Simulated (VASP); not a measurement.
**SiC5: single point with r2SCAN**

Crystal: SiC5.

```xyz
6
Lattice="2.6691 0.0000 0.0000 -1.3346 2.3115 0.0000 0.0000 0.0000 6.6074" Properties=species:S:1:pos:R:3 pbc="T T T"
C     0.0000    0.0000   -0.1844
C     1.3346    0.7705    4.4248
C     0.0000    1.5410    2.4159
C     1.3346    0.7705    5.9221
C     0.0000    1.5410    3.9179
Si    0.0000    0.0000    1.6740
```

This cell differs from its parent crystal: volume changed by -6%.

```yaml
Program: VASP 6.6.1
Task: single point
Functional: r2SCAN
Potentials_or_basis: VASP PAW PBE potentials, release 64 (C, Si)
Cutoff: 520 eV
k_mesh: 9 × 9 × 4
Occupations: gaussian, width 0.01 eV
Spin: no spin polarisation
Dipole_correction: no
Further_INCAR_settings: ALGO = Normal; EDIFF = 1e-06; NBANDS = 21
```

```
Pressure               : 23.4 GPa
Largest force          : 0.552 eV/Å
Band gap on the k mesh : 1.82 eV, indirect (least direct gap 3.89 eV)
```

Forces in eV/Å, atoms in the order of the input:
```
C    0.000  0.000 -0.024
C    0.000  0.000 -0.318
C    0.000  0.000  0.221
C    0.000  0.000  0.421
C    0.000  0.000  0.252
Si   0.000  0.000 -0.552
```

Stress tensor (GPa, compression positive):
```
22.44  0.00  0.00
 0.00 22.44  0.00
 0.00  0.00 25.45
```

Levels at points of the mesh, in eV from the valence-band top:
| k point | band 8 | band 9 | band 10 | band 11 | band 12 | band 13 | band 14 | band 15 | band 16 | band 17 |
| --- | --- | --- | --- | --- | --- | --- | --- | --- | --- | --- |
| (0.00, 0.00, 0.00) | -2.47 | -2.47 | -1.39 | 0.00 | 0.00 | 4.73 | 4.85 | 4.85 | 5.51 | 6.13 |
| (0.00, 0.00, 0.50) | -3.90 | -2.40 | -2.40 | -0.15 | -0.15 | 5.12 | 5.20 | 5.20 | 5.87 | 6.01 |

Wall time 76 s on 1 thread of AMD EPYC 9R45 (Zen 5), with other jobs on the host, peak memory 0.14 GiB.

Caveat: the PAW data sets were made with another functional, which shifts forces and pressure a little. A k mesh can miss the band edges.
